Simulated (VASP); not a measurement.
A run of VASP 6.6.1 is set up as follows.

Contents of INCAR:

```
ALGO = Fast ; EDIFF = 1E-6
EDIFFG = -0.01 ; ENCUT = 600
GGA = PE ; IBRION = 2
ISIF = 3 ; ISMEAR = 0
LASPH = True ; LCHARG = False
LREAL = False ; LWAVE = False
NELM = 100 ; NSW = 100
PREC = Accurate ; SIGMA = 0.1
```

Contents of KPOINTS:

```
k-points
0
Gamma
  6 6 10
```

Contents of POSCAR:

```
MgCd3Te2
1.0
    7.5152914867      0.0000000000      0.0000000000
   -3.7576457433      6.5084333444      0.0000000000
    0.0000000000      0.0000000000      4.2096335636
Mg Cd Te
1 3 2
Direct
    0.0000000000      0.0000000000      0.0000000000
    0.5000000000      0.0000000000      0.5000000000
    0.5000000000      0.5000000000      0.5000000000
    0.0000000000      0.5000000000      0.5000000000
    0.3333333333      0.6666666667      0.0000000000
    0.6666666667      0.3333333333      0.0000000000
```

Potentials or basis: VASP PAW PBE potentials, release 64 (Mg, Cd, Te).

Launch:

```bash
$ cat potpaw_PBE.64/Mg/POTCAR potpaw_PBE.64/Cd/POTCAR potpaw_PBE.64/Te/POTCAR > POTCAR
$ mpirun -np 1 vasp_std > vasp.out
```

(1) Estimate the relaxed volume.

(2) What does it give for the space group after relaxing (to 0.05 Å)?

Results:

(1) 34.26 Å³/atom.

(2) P6/mmm (No. 191).
